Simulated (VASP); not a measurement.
# InSb (P4/mmm) in VASP: further runs

The runs below take InSb through single point, with PBE.

Everything below comes from runs of VASP 6.6.1. Logs are shortened: lines on timing, memory, paths and dates and some standing lists are left out, and cuts for length are marked.

### Step 1. The cell of the first run

The structure is tetragonal, space group P4/mmm (No. 123). Conventional cell: a = 3.077 Å, b = 3.077 Å, c = 6.215 Å, α = 90.00°, β = 90.00°, γ = 90.00°. In (site symmetry 4/mmm) has 4 In at 3.08 Å and 2 Sb at 3.11 Å within 4.0 Å. Within 4.0 Å of Sb (site symmetry 4/mmm) lie 4 Sb at 3.08 Å and 2 In at 3.11 Å.

### Step 2. Single point, PBE

File INCAR:

```
SYSTEM = InSb
  PREC = Accurate
  ENCUT = 520
  EDIFF = 1E-6
  ISMEAR = -1
  SIGMA = 0.1
  LREAL = .False.
  LASPH = .True.
  NELM = 100
  ALGO = Normal
  ISIF = 2
  LWAVE = .False.
  LCHARG = .False.
  GGA = PE
  NBANDS = 16
```

File KPOINTS:

```
regular mesh
0
Gamma
  14 14 8
  0 0 0
```

File POSCAR:

```
InSb
1.0
    3.0766560000      0.0000000000      0.0000000000
    0.0000000000      3.0766560000      0.0000000000
    0.0000000000      0.0000000000      6.2154700000
In Sb
1 1
Direct
    0.0000000000      0.0000000000      0.0000000000
    0.0000000000      0.0000000000      0.5000000000
```

Potentials or basis: VASP PAW PBE potentials, release 64 (In_d, Sb).

On the command line:

```
$ cat potpaw_PBE.64/In_d/POTCAR potpaw_PBE.64/Sb/POTCAR > POTCAR
$ mpirun -np 1 vasp_std > vasp.out
```

OUTCAR:

```text
SYSTEM = InSb
   PREC = Accurate
   ENCUT = 520
   EDIFF = 1E-6
   ISMEAR = -1
   LREAL = .False.
   LASPH = .True.
   NELM = 100
   ISIF = 2
   GGA = PE

 ion  position               nearest neighbor table
   1  0.000  0.000  0.000-   2 3.11   2 3.11
   2  0.000  0.000  0.500-   1 3.11   1 3.11

  LATTYP: Found a simple tetragonal cell.
 ALAT       =     3.0766560000
 C/A-ratio  =     2.0202031036

  Lattice vectors:

 A1 = (   3.0766560000,   0.0000000000,   0.0000000000)
 A2 = (   0.0000000000,   3.0766560000,   0.0000000000)
 A3 = (   0.0000000000,   0.0000000000,   6.2154700000)

Analysis of symmetry for initial positions (statically):
=====================================================================
 Subroutine PRICEL returns:
 Original cell was already a primitive cell.

 Routine SETGRP: Setting up the symmetry group for a
 simple tetragonal supercell.

 Subroutine GETGRP returns: Found 16 space group operations
 (whereof 16 operations were pure point group operations)
 out of a pool of 16 trial point group operations.

The static configuration has the point symmetry D_4h.

Analysis of symmetry for dynamics (positions and initial velocities):
=====================================================================
 Subroutine PRICEL returns:
 Original cell was already a primitive cell.

 Routine SETGRP: Setting up the symmetry group for a
 simple tetragonal supercell.

 Subroutine GETGRP returns: Found 16 space group operations
 (whereof 16 operations were pure point group operations)
 out of a pool of 16 trial point group operations.

The dynamic configuration has the point symmetry D_4h.

 Subroutine INISYM returns: Found 16 space group operations
 (whereof 16 operations are pure point group operations),
 and found     1 'primitive' translations

----------------------------------------------------------------------------------------

                                     Primitive cell

  volume of cell :      58.8345

  direct lattice vectors                    reciprocal lattice vectors
     3.076656000  0.000000000  0.000000000     0.325028212  0.000000000  0.000000000
     0.000000000  3.076656000  0.000000000     0.000000000  0.325028212  0.000000000
     0.000000000  0.000000000  6.215470000     0.000000000  0.000000000  0.160888879

  length of vectors
     3.076656000  3.076656000  6.215470000     0.325028212  0.325028212  0.160888879

  position of ions in fractional coordinates (direct lattice)
     0.000000000  0.000000000  0.000000000
     0.000000000  0.000000000  0.500000000

  ion indices of the primitive-cell ions
   primitive index   ion index
                 1           1
                 2           2

----------------------------------------------------------------------------------------

 KPOINTS: regular mesh

Automatic generation of k-mesh.
 Grid dimensions read from file:
 generate k-points for:   14   14    8

 Generating k-lattice:

  Cartesian coordinates                     Fractional coordinates (reciprocal lattice)
     0.023216301  0.000000000  0.000000000     0.071428571  0.000000000  0.000000000
     0.000000000  0.023216301  0.000000000     0.000000000  0.071428571  0.000000000
     0.000000000  0.000000000  0.020111110     0.000000000  0.000000000  0.125000000

  Length of vectors
     0.023216301  0.023216301  0.020111110

  Shift w.r.t. Gamma in fractional coordinates (k-lattice)
     0.000000000  0.000000000  0.000000000

 Subroutine IBZKPT returns following result:
 ===========================================

 Found    180 irreducible k-points:

 Following reciprocal coordinates:
            Coordinates               Weight
  0.000000  0.000000  0.000000      1.000000
  0.071429  0.000000  0.000000      4.000000
  0.142857  0.000000  0.000000      4.000000
  0.214286  0.000000  0.000000      4.000000
  0.285714  0.000000  0.000000      4.000000
  0.357143  0.000000  0.000000      4.000000
[... 16 lines left out ...]
  0.285714  0.214286  0.000000      8.000000
  0.357143  0.214286  0.000000      8.000000
 [... further k-points ...]
   k-points           NKPTS =    180   k-points in BZ     NKDIM =    180   number of bands    NBANDS=     16
   number of dos      NEDOS =    301   number of ions     NIONS =      2
   total plane-waves  NPLWV =  27648
   dimension x,y,z NGX =    24 NGY =   24 NGZ =   48
   dimension x,y,z NGXF=    48 NGYF=   48 NGZF=   96
   ions per type =               1   1
   NGX,Y,Z   is equivalent  to a cutoff of  12.97, 12.97, 12.84 a.u.
   NGXF,Y,Z  is equivalent  to a cutoff of  25.94, 25.94, 25.68 a.u.
 SYSTEM =  InSb
   PREC   = accura    normal or accurate (medium, high low for compatibility)
   ISTART =      0    job   : 0-new  1-cont  2-samecut
   ICHARG =      2    charge: 1-file 2-atom 10-const
   ISPIN  =      1    spin polarized calculation?
   LNONCOLLINEAR =      F non collinear calculations
   LSORBIT =      F    spin-orbit coupling
   LASPH  =      T    aspherical Exc in radial PAW
   ENCUT  =  520.0 eV  38.22 Ry    6.18 a.u.   5.72  5.72 11.56*2*pi/ulx,y,z
   NELM   =    100;   NELMIN=  2; NELMDL= -5     # of ELM steps
   EDIFF  = 0.1E-05   stopping-criterion for ELM
   LREAL  =      F    real-space projection
   EDIFFG = 0.1E-04   stopping-criterion for IOM
   NSW    =      0    number of steps for IOM
   IBRION =     -1    ionic relax: 0-MD 1-quasi-New 2-CG
   NFREE  =      0    steps in history (QN), initial steepest desc. (CG)
   ISIF   =      2    stress and relaxation
   ISYM   =      2    0-nonsym 1-usesym 2-fastsym
   POTIM  = 0.5000    time-step for ionic-motion
   TEBEG  =    0.0;   TEEND  =   0.0 temperature during run
   PSTRESS=    0.0 pullay stress
   NELECT =      18.0000    total number of electrons
   NUPDOWN=      -1.0000    fix difference up-down
   EMIN   =  10.00;   EMAX   =-10.00  energy-range for DOS
   EFERMI =   0.00;   METHOD = LEGACY
   ISMEAR =    -1;   SIGMA  =   0.10  broadening in eV -4-tet -1-fermi 0-gaus
   EFERMI_NEDOS =   21; number of points for ismear=-14 and -15
   IALGO  =     38    algorithm
   IMIX   =      4    mixing-type and parameters
     AMIX     =   0.40;   BMIX     =  1.00
     AMIX_MAG =   1.60;   BMIX_MAG =  1.00
  volume/ion in A,a.u.               =      29.42       198.52
  Fermi-wavevector in a.u.,A,eV,Ry     =   1.103117  2.084590 16.556493  1.216868
  Thomas-Fermi vector in A             =   2.239571
   LORBIT       =      0    0 simple, 1 ext, 2 COOP (PROOUT), +10 PAW based schemes
   GGA     = PE    functional components
   LHFCALC =     F    Hartree Fock is set to
   AEXX    =    0.0000 exact exchange contribution
   IVDW    =     0    specifies the selected vdW correction
   LEPSILON=     F    determine dielectric tensor
   LRPA    =     F    only Hartree local field effects (RPA)
 non-spin polarized calculation
  energy-cutoff  :      520.00
  volume of cell :       58.83
 maximum number of plane-waves:      1604
 NGX is ok and might be reduce to    24
   NGX = 11   NGY = 11   NGZ = 23

 number of electron      17.9999986 magnetization

 Free energy of the ion-electron system (eV)
  ---------------------------------------------------
  ext. energy  EPLUGINS =         0.00000000
  ---------------------------------------------------
  free energy    TOTEN  =        -6.58309701 eV

  energy without entropy =       -6.54390742  energy(sigma->0) =       -6.56350221

 E-fermi :   6.6643     XC(G=0):  -9.6543

 val. band max:        6.6590250959   @ k =   0.2143   0.1429   0.0000
 cond. band min:       6.6821058989   @ k =   0.2143   0.1429   0.1250
 fundamental gap:      0.0230808030
 Fermi energy:         6.6642583274

 k-point     1 :       0.0000    0.0000    0.0000
  band No.  band energies     occupation
      1      -8.2848      2.00000
      2      -8.0665      2.00000
      3      -7.7103      2.00000
      4      -7.7103      2.00000
      5      -7.6239      2.00000
      6      -4.8877      2.00000
[... 8 lines left out ...]
     15      15.5173      0.00000
     16      16.1768      0.00000

 k-point     2 :       0.0714    0.0000    0.0000
  band No.  band energies     occupation
      1      -8.2672      2.00000
      2      -8.0559      2.00000
      3      -7.7225      2.00000
      4      -7.7093      2.00000
      5      -7.6330      2.00000
      6      -4.8102      2.00000
[... 8 lines left out ...]
     15      15.6190      0.00000
     16      16.6647      0.00000

 k-point     3 :       0.1429    0.0000    0.0000
  band No.  band energies     occupation
      1      -8.2243      2.00000
      2      -8.0196      2.00000
      3      -7.7562      2.00000
      4      -7.7066      2.00000
      5      -7.6583      2.00000
      6      -4.5789      2.00000
[... 8 lines left out ...]
     15      15.8123      0.00000
     16      15.9185      0.00000

 k-point     4 :       0.2143    0.0000    0.0000
  band No.  band energies     occupation
      1      -8.1800      2.00000
      2      -7.9499      2.00000
      3      -7.8043      2.00000
      4      -7.7025      2.00000
      5      -7.6946      2.00000
      6      -4.1995      2.00000
[... 8 lines left out ...]
     15      16.1694      0.00000
     16      16.3970      0.00000
[... 324 lines left out ...]
 k-point    22 :       0.2143    0.2143    0.0000
  band No.  band energies     occupation
      1      -7.9835      2.00000
      2      -7.9200      2.00000
      3      -7.7998      2.00000
      4      -7.7874      2.00000
      5      -7.7798      2.00000
      6      -3.5132      2.00000
[... 8 lines left out ...]
     15      14.6711      0.00000
     16      16.3958      0.00000

 k-point    23 :       0.2857    0.2143    0.0000
  band No.  band energies     occupation
      1      -7.9362      2.00000
      2      -7.8452      2.00000
      3      -7.8437      2.00000
      4      -7.8213      2.00000
      5      -7.7869      2.00000
      6      -3.0016      2.00000
[... 8 lines left out ...]
     15      14.9320      0.00000
     16      15.7578      0.00000

 k-point    24 :       0.3571    0.2143    0.0000
  band No.  band energies     occupation
      1      -7.9235      2.00000
      2      -7.8900      2.00000
      3      -7.8717      2.00000
      4      -7.7818      2.00000
      5      -7.7314      2.00000
      6      -2.3974      2.00000
[... 8 lines left out ...]
     15      14.6174      0.00000
     16      15.4988      0.00000

 [... further k-points ...]

------------------------ aborting loop because EDIFF is reached ----------------------------------------

  FORCE on cell =-STRESS in cart. coord.  units (eV):
  Direction    XX          YY          ZZ          XY          YZ          ZX
  --------------------------------------------------------------------------------------
  -------------------------------------------------------------------------------------
  Total        0.2407788      0.2407788      0.1178144      0.0000000      0.0000000     -0.0000000
  in kB        6.5568752      6.5568752      3.2083164      0.0000000      0.0000000     -0.0000000
  external PRESSURE =       5.4406890 kB  Pullay stress =       0.0000000 kB

 VOLUME and BASIS-vectors are now :
 -----------------------------------------------------------------------------
  energy-cutoff  :      520.00
  volume of cell :       58.83
      direct lattice vectors                 reciprocal lattice vectors
     3.076656000  0.000000000  0.000000000     0.325028212  0.000000000  0.000000000
     0.000000000  3.076656000  0.000000000     0.000000000  0.325028212  0.000000000
     0.000000000  0.000000000  6.215470000     0.000000000  0.000000000  0.160888879

 POSITION                                       TOTAL-FORCE (eV/Angst)
 -----------------------------------------------------------------------------------
      0.00000      0.00000      0.00000         0.000000      0.000000      0.000000
      0.00000      0.00000      3.10773         0.000000      0.000000      0.000000
 -----------------------------------------------------------------------------------
    total drift:                                0.000000     -0.000000     -0.000000

  FREE ENERGIE OF THE ION-ELECTRON SYSTEM (eV)
  ---------------------------------------------------
  free  energy   TOTEN  =        -6.5830970057 eV

  energy  without entropy=       -6.5439074169  energy(sigma->0) =       -6.56350221
```

It used 63 s of CPU time on 1 thread of Intel Xeon 6975P-C, on a shared host.

What came out:

| Item | Value |
| --- | --- |
| Free energy | -6.5831 eV |
| Pressure | 0.5 GPa |
| Band gap on the k mesh | zero (band 9 reaches 10.91 eV, above the bottom of band 10 at 5.05 eV) |

Stress tensor (GPa, compression positive):
```
0.66 0.00 0.00
0.00 0.66 0.00
0.00 0.00 0.32
```

Caveat: spin-orbit coupling is left out, which moves the levels of the heavy elements.

[end of part 1 of 2]
